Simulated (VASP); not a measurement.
# BN in VASP: further runs, part 2 of 2

VASP 6.6.1. Earlier steps stand in the parts before.

## Step 3: Single point, PBE (x and y stretched by +2 %, z held)

File INCAR:

```
ALGO = Normal
EDIFF = 1E-6
ENCUT = 520
GGA = PE
ISIF = 2
ISMEAR = -1
LASPH = True
LCHARG = False
LREAL = False
LWAVE = False
NBANDS = 11
NELM = 80
PREC = Accurate
SIGMA = 0.03
```

File KPOINTS:

```
k-points
0
Gamma
  13 13 13
```

File POSCAR:

```
BN
1.0
    0.0000000000      1.8436500000      1.8075000000
    1.8436500000      0.0000000000      1.8075000000
    1.8436500000      1.8436500000      0.0000000000
B N
1 1
Direct
    0.0000000000      0.0000000000      0.0000000000
    0.7500000000      0.7500000000      0.7500000000
```

Potentials or basis: VASP PAW PBE potentials, release 64 (B, N).

Command:

```
> cat potpaw_PBE.64/B/POTCAR potpaw_PBE.64/N/POTCAR > POTCAR
> mpirun -np 1 vasp_std > vasp.out
```

OUTCAR:

```text
EDIFF = 1E-6
   ENCUT = 520
   GGA = PE
   ISIF = 2
   ISMEAR = -1
   LASPH = True
   LREAL = False
   NELM = 80
   PREC = Accurate

 ion  position               nearest neighbor table
   1  0.000  0.000  0.000-   2 1.59   2 1.59   2 1.59   2 1.59
   2  0.750  0.750  0.750-   1 1.59   1 1.59   1 1.59   1 1.59

  LATTYP: Found a body centered tetragonal cell.
 ALAT       =     2.6073148343
 C/A-ratio  =     1.3864838847

  Lattice vectors:

 A1 = (   0.0000000000,  -1.8436500000,  -1.8075000000)
 A2 = (   0.0000000000,   1.8436500000,  -1.8075000000)
 A3 = (   1.8436500000,   0.0000000000,   1.8075000000)

Analysis of symmetry for initial positions (statically):
=====================================================================
 Subroutine PRICEL returns:
 Original cell was already a primitive cell.

 Routine SETGRP: Setting up the symmetry group for a
 body centered tetragonal supercell.

 Subroutine GETGRP returns: Found  8 space group operations
 (whereof  8 operations were pure point group operations)
 out of a pool of 16 trial point group operations.

The static configuration has the point symmetry D_2d.

Analysis of symmetry for dynamics (positions and initial velocities):
=====================================================================
 Subroutine PRICEL returns:
 Original cell was already a primitive cell.

 Routine SETGRP: Setting up the symmetry group for a
 body centered tetragonal supercell.

 Subroutine GETGRP returns: Found  8 space group operations
 (whereof  8 operations were pure point group operations)
 out of a pool of 16 trial point group operations.

The dynamic configuration has the point symmetry D_2d.

 Subroutine INISYM returns: Found  8 space group operations
 (whereof  8 operations are pure point group operations),
 and found     1 'primitive' translations

----------------------------------------------------------------------------------------
[... 113 lines left out ...]
     AMIX_MAG =   1.60;   BMIX_MAG =  1.00
  volume/ion in A,a.u.               =       6.14        41.46
  Fermi-wavevector in a.u.,A,eV,Ry     =   1.418893  2.681320 27.392041  2.013258
  Thomas-Fermi vector in A             =   2.539971
   LORBIT       =      0    0 simple, 1 ext, 2 COOP (PROOUT), +10 PAW based schemes
   GGA     = PE    functional components
   LHFCALC =     F    Hartree Fock is set to
   AEXX    =    0.0000 exact exchange contribution
   IVDW    =     0    specifies the selected vdW correction
   LEPSILON=     F    determine dielectric tensor
   LRPA    =     F    only Hartree local field effects (RPA)
 non-spin polarized calculation
  energy-cutoff  :      520.00
  volume of cell :       12.29
 maximum number of plane-waves:       338
   NGX =  9   NGY =  9   NGZ =  9

 number of electron       8.0000001 magnetization

 Free energy of the ion-electron system (eV)
  ---------------------------------------------------
  ext. energy  EPLUGINS =         0.00000000
  ---------------------------------------------------
  free energy    TOTEN  =       -17.43274559 eV

  energy without entropy =      -17.43274559  energy(sigma->0) =      -17.43274559

 E-fermi :   7.7186     XC(G=0): -12.6280

 val. band max:        7.0466154784   @ k =   0.0000   0.0000   0.0000
 cond. band min:      11.2012530661   @ k =   0.4615   0.4615   0.0000
 fundamental gap:      4.1546375877
 Fermi energy:         7.7186432010

 k-point     1 :       0.0000    0.0000    0.0000
  band No.  band energies     occupation
      1     -12.8635      2.00000
      2       6.8623      2.00000
      3       6.8623      2.00000
      4       7.0466      2.00000
      5      15.4658      0.00000
      6      15.6049      0.00000
      7      15.6049      0.00000
      8      16.6335      0.00000
      9      30.9420      0.00000
     10      33.7223      0.00000
     11      34.4798      0.00000
[... 309 lines left out ...]
 k-point    24 :       0.4615    0.1538    0.0000
  band No.  band energies     occupation
      1      -9.0066      2.00000
      2      -2.0882      2.00000
      3       3.9217      2.00000
      4       4.0590      2.00000
      5      15.4148      0.00000
      6      18.7617      0.00000
      7      19.0625      0.00000
      8      21.0180      0.00000
      9      27.3520      0.00000
     10      32.5554      0.00000
     11      34.3640      0.00000

 [... further k-points ...]
[... 5 lines left out ...]
  --------------------------------------------------------------------------------------
  -------------------------------------------------------------------------------------
  Total       -1.1293136     -1.1293136     -0.2537083      0.0000000      0.0000000      0.0000000
  in kB     -147.2515491   -147.2515491    -33.0811072      0.0000000      0.0000000      0.0000000
  external PRESSURE =    -109.1947352 kB  Pullay stress =       0.0000000 kB

 VOLUME and BASIS-vectors are now :
 -----------------------------------------------------------------------------
  energy-cutoff  :      520.00
  volume of cell :       12.29
      direct lattice vectors                 reciprocal lattice vectors
     0.000000000  1.843650000  1.807500000    -0.271201150  0.271201150  0.276625173
     1.843650000  0.000000000  1.807500000     0.271201150 -0.271201150  0.276625173
     1.843650000  1.843650000  0.000000000     0.271201150  0.271201150 -0.276625173

 POSITION                                       TOTAL-FORCE (eV/Angst)
 -----------------------------------------------------------------------------------
      0.00000      0.00000      0.00000        -0.000000     -0.000000      0.000000
      2.76547      2.76547      2.71125         0.000000      0.000000     -0.000000
 -----------------------------------------------------------------------------------
    total drift:                               -0.000000     -0.000000      0.000001

  FREE ENERGIE OF THE ION-ELECTRON SYSTEM (eV)
  ---------------------------------------------------
  free  energy   TOTEN  =       -17.4327455898 eV

  energy  without entropy=      -17.4327455898  energy(sigma->0) =      -17.43274559
```

OSZICAR:

```text
N       E                     dE             d eps       ncg     rms          rms(c)
DAV:   1     0.102200061122E+02    0.10220E+02   -0.49882E+03  4432   0.725E+02
DAV:   2    -0.178164994792E+02   -0.28037E+02   -0.27124E+02  5214   0.163E+02
DAV:   3    -0.183383207739E+02   -0.52182E+00   -0.52105E+00  5098   0.189E+01
DAV:   4    -0.183389684161E+02   -0.64764E-03   -0.64763E-03  4642   0.744E-01
DAV:   5    -0.183389690628E+02   -0.64678E-06   -0.64676E-06  4987   0.229E-02    0.649E+00
DAV:   6    -0.175054060742E+02    0.83356E+00   -0.30078E+00  4543   0.981E+00    0.313E+00
DAV:   7    -0.174455738871E+02    0.59832E-01   -0.88064E-02  4771   0.250E+00    0.187E+00
DAV:   8    -0.174325058538E+02    0.13068E-01   -0.33790E-02  4702   0.132E+00    0.172E-01
DAV:   9    -0.174326470681E+02   -0.14121E-03   -0.10403E-03  4579   0.255E-01    0.798E-02
DAV:  10    -0.174327398614E+02   -0.92793E-04   -0.12801E-04  4689   0.967E-02    0.146E-02
DAV:  11    -0.174327455678E+02   -0.57065E-05   -0.10295E-05  4959   0.261E-02    0.106E-02
DAV:  12    -0.174327455898E+02   -0.21936E-07   -0.17072E-06  2651   0.893E-03
   1 F= -.17432746E+02 E0= -.17432746E+02  d E =-.122640E-12
```

stdout:

```text
POSCAR found type information on POSCAR B N
 POSCAR found :  2 types and       2 ions
 scaLAPACK will be used
 LDA part: xc-table for (Slater+PW92), standard interpolation
 POSCAR, INCAR and KPOINTS ok, starting setup
 FFT: planning ... GRIDC
 FFT: planning ... GRID_SOFT
 FFT: planning ... GRID
 WAVECAR not read
 entering main loop
```

It took 19 s on 1 thread of Intel Xeon Platinum 8259CL at 2.50GHz (Skylake/Cascade Lake), shared host; peak memory 0.13 GiB.

What came out:

- Free energy: -17.4327 eV
- Pressure: -10.9 GPa
- Band gap on the k mesh: 4.15 eV, indirect (least direct gap 8.42 eV)

Caveat: the cell differs from its parent crystal (x and y stretched by +2 %, z held). A k mesh can miss the band edges.

## Step 4: Single point, PBE (atom 2 (N) moved by [0.03, 0.0, 0.0] A)

File INCAR:

```
SYSTEM = BN
PREC = Accurate
ENCUT = 520
EDIFF = 1E-7
ISMEAR = -1
SIGMA = 0.03
LREAL = .FALSE.
LASPH = .TRUE.
NELM = 80
ALGO = Normal
ISIF = 2
LWAVE = .FALSE.
LCHARG = .TRUE.
GGA = PE
LELF = .TRUE.
LVHAR = .TRUE.
NBANDS = 11
```

File KPOINTS:

```
Automatic mesh
0
G
  13 13 13
  0 0 0
```

File POSCAR:

```
BN
1.0
    0.0000000000      1.8075000000      1.8075000000
    1.8075000000      0.0000000000      1.8075000000
    1.8075000000      1.8075000000      0.0000000000
B N
1 1
Direct
    0.0000000000      0.0000000000      0.0000000000
    0.7417012448      0.7582987552      0.7582987552
```

Potentials or basis: VASP PAW PBE potentials, release 64 (B, N).

Command:

```
> cat potpaw_PBE.64/B/POTCAR potpaw_PBE.64/N/POTCAR > POTCAR
> mpirun -np 1 vasp_std > vasp.out
```

OUTCAR:

```text
SYSTEM = BN
   PREC = Accurate
   ENCUT = 520
   EDIFF = 1E-7
   ISMEAR = -1
   LREAL = .FALSE.
   LASPH = .TRUE.
   NELM = 80
   ISIF = 2
   GGA = PE

 ion  position               nearest neighbor table
   1  0.000  0.000  0.000-   2 1.55   2 1.55   2 1.58   2 1.58
   2  0.742  0.758  0.758-   1 1.55   1 1.55   1 1.58   1 1.58

  LATTYP: Found a face centered cubic cell.
 ALAT       =     3.6150000000

  Lattice vectors:

 A1 = (   0.0000000000,   1.8075000000,   1.8075000000)
 A2 = (   1.8075000000,   0.0000000000,   1.8075000000)
 A3 = (   1.8075000000,   1.8075000000,   0.0000000000)

Analysis of symmetry for initial positions (statically):
=====================================================================
 Subroutine PRICEL returns:
 Original cell was already a primitive cell.

 Routine SETGRP: Setting up the symmetry group for a
 face centered cubic supercell.

 Subroutine GETGRP returns: Found  4 space group operations
 (whereof  4 operations were pure point group operations)
 out of a pool of 48 trial point group operations.

The static configuration has the point symmetry C_2v.

Analysis of symmetry for dynamics (positions and initial velocities):
=====================================================================
 Subroutine PRICEL returns:
 Original cell was already a primitive cell.

 Routine SETGRP: Setting up the symmetry group for a
 face centered cubic supercell.

 Subroutine GETGRP returns: Found  4 space group operations
 (whereof  4 operations were pure point group operations)
 out of a pool of 48 trial point group operations.

The dynamic configuration has the point symmetry C_2v.

 Subroutine INISYM returns: Found  4 space group operations
 (whereof  4 operations are pure point group operations),
 and found     1 'primitive' translations

----------------------------------------------------------------------------------------

                                     Primitive cell

  volume of cell :      11.8104
[... 110 lines left out ...]
  volume/ion in A,a.u.               =       5.91        39.85
  Fermi-wavevector in a.u.,A,eV,Ry     =   1.437749  2.716952 28.124920  2.067123
  Thomas-Fermi vector in A             =   2.556793
   LORBIT       =      0    0 simple, 1 ext, 2 COOP (PROOUT), +10 PAW based schemes
   GGA     = PE    functional components
   LHFCALC =     F    Hartree Fock is set to
   AEXX    =    0.0000 exact exchange contribution
   IVDW    =     0    specifies the selected vdW correction
   LEPSILON=     F    determine dielectric tensor
   LRPA    =     F    only Hartree local field effects (RPA)
 non-spin polarized calculation
  energy-cutoff  :      520.00
  volume of cell :       11.81
 maximum number of plane-waves:       331
   NGX =  9   NGY =  9   NGZ =  9

 number of electron       8.0000000 magnetization

 Free energy of the ion-electron system (eV)
  ---------------------------------------------------
  ext. energy  EPLUGINS =         0.00000000
  ---------------------------------------------------
  free energy    TOTEN  =       -17.43889947 eV

  energy without entropy =      -17.43889947  energy(sigma->0) =      -17.43889947

 E-fermi :   8.3264     XC(G=0): -12.8220

 val. band max:        7.6629083050   @ k =   0.0000   0.0000   0.0000
 cond. band min:      11.9250991223   @ k =   0.4615   0.4615   0.0000
 fundamental gap:      4.2621908173
 Fermi energy:         8.3264327493

 k-point     1 :       0.0000    0.0000    0.0000
  band No.  band energies     occupation
      1     -12.8285      2.00000
      2       7.1232      2.00000
      3       7.4107      2.00000
      4       7.6629      2.00000
      5      16.0180      0.00000
      6      16.2069      0.00000
      7      16.4587      0.00000
      8      17.7563      0.00000
      9      32.1462      0.00000
     10      35.1696      0.00000
     11      35.1712      0.00000
[... 309 lines left out ...]
 k-point    24 :       0.3077    0.0769    0.0000
  band No.  band energies     occupation
      1     -10.8522      2.00000
      2       0.9604      2.00000
      3       5.4496      2.00000
      4       6.1722      2.00000
      5      16.7985      0.00000
      6      17.8983      0.00000
      7      18.8858      0.00000
      8      21.3289      0.00000
      9      28.4139      0.00000
     10      32.2660      0.00000
     11      32.8438      0.00000

 [... further k-points ...]
[... 5 lines left out ...]
  --------------------------------------------------------------------------------------
  -------------------------------------------------------------------------------------
  Total        0.2555579      0.2649606      0.2649606      0.0000000      0.0570710      0.0000000
  in kB       34.6685003     35.9440449     35.9440449      0.0000000      7.7421367      0.0000000
  external PRESSURE =      35.5188634 kB  Pullay stress =       0.0000000 kB

 VOLUME and BASIS-vectors are now :
 -----------------------------------------------------------------------------
  energy-cutoff  :      520.00
  volume of cell :       11.81
      direct lattice vectors                 reciprocal lattice vectors
     0.000000000  1.807500000  1.807500000    -0.276625173  0.276625173  0.276625173
     1.807500000  0.000000000  1.807500000     0.276625173 -0.276625173  0.276625173
     1.807500000  1.807500000  0.000000000     0.276625173  0.276625173 -0.276625173

 POSITION                                       TOTAL-FORCE (eV/Angst)
 -----------------------------------------------------------------------------------
      0.00000      0.00000      0.00000         0.725874     -0.000000     -0.000000
      2.74125      2.71125      2.71125        -0.725874      0.000000      0.000000
 -----------------------------------------------------------------------------------
    total drift:                                0.000022      0.000001      0.000001

  FREE ENERGIE OF THE ION-ELECTRON SYSTEM (eV)
  ---------------------------------------------------
  free  energy   TOTEN  =       -17.4388994745 eV

  energy  without entropy=      -17.4388994745  energy(sigma->0) =      -17.43889947
```

It took 35 s on 1 thread of Intel Xeon Platinum 8259CL at 2.50GHz (Skylake/Cascade Lake), shared host; peak memory 0.15 GiB.

What came out:

* Free energy: -17.4389 eV
* Pressure: 3.6 GPa
* Largest force: 0.726 eV/Å
* Band gap on the k mesh: 4.26 eV, indirect (least direct gap 8.36 eV)

Forces in eV/Å, atoms in the order of the input:
```
B    0.726  0.000  0.000
N   -0.726  0.000  0.000
```

Levels at points of the mesh, in eV from the valence-band top:
| k point | band 1 | band 2 | band 3 | band 4 | band 5 | band 6 | band 7 | band 8 |
| --- | --- | --- | --- | --- | --- | --- | --- | --- |
| (0.00, 0.00, 0.00) | -20.49 | -0.54 | -0.25 | 0.00 | 8.36 | 8.54 | 8.80 | 10.09 |

Caveat: the cell differs from its parent crystal (atom 2 (N) moved by [0.03, 0.0, 0.0] A).

## Step 5: Single point, PBE (volume scaled by 0.94)

File INCAR:

```
SYSTEM = BN
PREC = Accurate ; ENCUT = 520
EDIFF = 1E-6 ; ISMEAR = -1
SIGMA = 0.03 ; LREAL = .False.
LASPH = .True. ; NELM = 60
ALGO = Normal ; ISIF = 2
LWAVE = .False. ; LCHARG = .False.
GGA = PE ; NBANDS = 11
```

File KPOINTS:

```
regular mesh
0
Gamma
  13 13 13
  0 0 0
```

File POSCAR:

```
BN
1.0
    0.0000000000      1.7706018915      1.7706018915
    1.7706018915      0.0000000000      1.7706018915
    1.7706018915      1.7706018915      0.0000000000
B N
1 1
Direct
    0.0000000000      0.0000000000      0.0000000000
    0.7500000000      0.7500000000      0.7500000000
```

Command:

```
> cat potpaw_PBE.64/B/POTCAR potpaw_PBE.64/N/POTCAR > POTCAR
> mpirun -np 1 vasp_std > vasp.out
```

Run time: 7.1 s. Hardware: 1 thread of Intel Xeon Platinum 8488C (Sapphire Rapids), shared host; peak memory 0.12 GiB.

The run converged. Its results:

| Item | Value |
| --- | --- |
| Free energy | -17.3777 eV |
| Pressure | 30.0 GPa |
| Band gap on the k mesh | 4.60 eV, indirect (least direct gap 9.12 eV) |

Levels at points of the mesh, in eV from the valence-band top:
| k point | band 1 | band 2 | band 3 | band 4 | band 5 | band 6 | band 7 | band 8 | band 9 |
| --- | --- | --- | --- | --- | --- | --- | --- | --- | --- |
| (0.00, 0.00, 0.00) | -20.95 | 0.00 | 0.00 | 0.00 | 9.12 | 9.12 | 9.12 | 11.37 | 25.94 |

 A k mesh can miss the band edges.

## Step 6: Single point, PBE (volume scaled by 0.98)

File INCAR:

```
  ALGO = Normal
  EDIFF = 1E-6
  ENCUT = 520
  GGA = PE
  ISIF = 2
  ISMEAR = -1
  LASPH = True
  LCHARG = False
  LREAL = False
  LWAVE = False
  NBANDS = 11
  NELM = 60
  PREC = Accurate
  SIGMA = 0.03
```

File KPOINTS:

```
k-points
0
Gamma
  13 13 13
```

File POSCAR:

```
BN
1.0
    0.0000000000      1.7953687620      1.7953687620
    1.7953687620      0.0000000000      1.7953687620
    1.7953687620      1.7953687620      0.0000000000
B N
1 1
Direct
    0.0000000000      0.0000000000      0.0000000000
    0.7500000000      0.7500000000      0.7500000000
```

Potentials or basis: VASP PAW PBE potentials, release 64 (B, N).

Command:

```
> cat potpaw_PBE.64/B/POTCAR potpaw_PBE.64/N/POTCAR > POTCAR
> mpirun -np 1 vasp_std > vasp.out
```

It took 6.8 s on 1 thread of Intel Xeon Platinum 8488C (Sapphire Rapids), shared host; peak memory 0.12 GiB.

Results (log left out):

- Free energy: -17.4387 eV
- Pressure: 11.4 GPa
- Band gap on the k mesh: 4.56 eV, indirect (least direct gap 8.92 eV)

Levels at points of the mesh, in eV from the valence-band top:
```
           k point  band 2  band 3  band 4  band 5  band 6  band 7
(0.00, 0.00, 0.00)    0.00    0.00    0.00    8.92    8.92    8.92
```

 A k mesh can miss the band edges.

## Step 7: The runs side by side

| cell | gap on the mesh (eV) | pressure (GPa) |
| --- | --- | --- |
| a = 2.538, b = 2.538, c = 2.595 Å, angles 59.3, 59.3, 61.5°, 2 atoms | 3.76 | 3.2 |
| a = 2.582, b = 2.582, c = 2.607 Å, angles 59.7, 59.7, 60.7°, 2 atoms | 4.15 | -10.9 |
| a = 2.556 Å, angles 60.0°, 2 atoms | 4.26 | 3.6 |
| a = 2.504 Å, angles 60.0°, 2 atoms | 4.60 | 30.0 |
| a = 2.539 Å, angles 60.0°, 2 atoms | 4.56 | 11.4 |

Alike in all rows: task single point; level PBE; potentials or basis VASP PAW PBE potentials, release 64 (B, N); no spin polarisation; k mesh 13 × 13 × 13; cutoff (eV) 520; smearing fermi-dirac 0.03 eV.

Absolute energies hang on the potentials; compare differences alone.
